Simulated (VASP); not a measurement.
Write the native input for VASP 6.6.1 that does the following.

```yaml
Task: single point
Functional: PBE
Potentials_or_basis: VASP PAW PBE potentials, release 64 (N, Al, As)
Cutoff: 520 eV
k_mesh: 8 × 8 × 8
Occupations: fermi-dirac, width 0.02 eV
Spin: no spin polarisation
Dipole_correction: no
Further_INCAR_settings: ALGO = Normal; EDIFF = 1e-07; NBANDS = 21
```

The structure of Al3As2N lies in POSCAR:

```
Al3As2N
1.0
   -1.8471853254      5.6102975671      2.5738004108
    1.8471853254     -5.6102975671      2.5738004108
    1.8471853254      5.6102975671     -2.5738004108
N Al As
1 3 2
Direct
   -0.0012628319     -0.0012628319      0.0000000000
    0.1823625743      0.6823625743      0.5000000000
    0.6493797383      0.7890556892      0.8603240491
    0.9287316400      0.7890556892      0.1396759509
    0.3325233412     -0.0046055604      0.3371289016
    0.6582655379     -0.0046055604      0.6628710984
```

One way to write it, as run:

INCAR

```
PREC = Accurate ; ENCUT = 520
EDIFF = 1E-7 ; ISMEAR = -1
SIGMA = 0.02 ; LREAL = F
LASPH = T ; NELM = 80
ALGO = Normal ; ISIF = 2
LWAVE = F ; LCHARG = F
GGA = PE ; NBANDS = 21
```

KPOINTS

```
Automatic mesh
0
Gamma
  8 8 8
```

Potentials or basis: VASP PAW PBE potentials, release 64 (N, Al, As).

Command:

```bash
$ cat potpaw_PBE.64/N/POTCAR potpaw_PBE.64/Al/POTCAR potpaw_PBE.64/As/POTCAR > POTCAR
$ mpirun -np 1 vasp_std > vasp.out
```

Results of the run:

```
Pressure               : 2.5 GPa
Largest force          : 0.195 eV/Å
Band gap on the k mesh : zero (bands 12 and 13 overlap by 0.17 eV)
```

Caveat: semilocal functionals underestimate gaps, and a narrow one can read as zero.

It took 2.6 min on 1 thread of Intel(R) Xeon(R) 6975P-C (Granite Rapids), on a shared host, peak memory 0.44 GiB.
